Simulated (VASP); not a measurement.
Write the native input for VASP 6.6.1 that does the following.

```
Task                      : relaxation of the atoms
Functional                : PBEsol
Potentials or basis       : VASP PAW PBE potentials, release 64 (Ta_pv, Si)
Cutoff                    : 520 eV
k mesh                    : 6 × 6 × 1
Occupations               : gaussian, width 0.1 eV
Spin                      : no spin polarisation
Dipole correction         : yes
Atoms held fixed (from 0) : [0, 1, 2, 3]
Further INCAR settings    : ALGO = Fast; EDIFF = 1e-06; IBRION = 2; EDIFFG = -0.03; NSW = 90
```

The structure of Ta8Si lies in POSCAR:

```
Ta8Si
1.0
    4.6393552032      0.0000000000      0.0000000000
   -2.3196776016      4.0177994631      0.0000000000
    0.0000000000      0.0000000000     25.6290309069
Ta Si
8 1
Selective dynamics
Direct
    0.6666666667      0.3333333333      0.3316551465  F F F
    0.3333333333      0.6666666667      0.3686056039  F F F
    0.0000000000      0.0000000000      0.4055560613  F F F
    0.6666666667      0.3333333333      0.4425065188  F F F
    0.3333333333      0.6666666667      0.4754434917  T T T
    0.0000000000      0.0000000000      0.5189106425  T T T
    0.6666666667      0.3333333333      0.5509034493  T T T
    0.3333333333      0.6666666667      0.5769220716  T T T
    0.6666666667      0.3333333333      0.6612014971  T T T
```

The input as run:

INCAR

```
SYSTEM = Ta8Si
PREC = Accurate
ENCUT = 520
EDIFF = 1E-6
ISMEAR = 0
SIGMA = 0.1
LREAL = .FALSE.
LASPH = .TRUE.
NELM = 80
ALGO = Fast
ISIF = 2
LWAVE = .FALSE.
LCHARG = .FALSE.
LDIPOL = .TRUE.
IDIPOL = 3
DIPOL = 0.5 0.5 0.481
GGA = PS
IBRION = 2
NSW = 90
EDIFFG = -0.03
```

KPOINTS

```
Automatic mesh
0
G
  6 6 1
  0 0 0
```

Potentials or basis: VASP PAW PBE potentials, release 64 (Ta_pv, Si).

Run with:

```bash
$ cat potpaw_PBE.64/Ta_pv/POTCAR potpaw_PBE.64/Si/POTCAR > POTCAR
$ mpirun -np 1 vasp_std > vasp.out
```

It gave:

| Property | Result |
| --- | --- |
| Energy gained by relaxing | 98.6 meV/atom |
| Ionic steps | 16 |
| Band gap on the k mesh | zero (bands 46 and 47 overlap by 0.18 eV) |

Caveat: spin-orbit coupling is left out, which moves the levels of the heavy elements.

Wall time 84 min on 1 thread of Oxide Virtual Turin-like Processor, with other jobs on the host, peak memory 0.64 GiB.
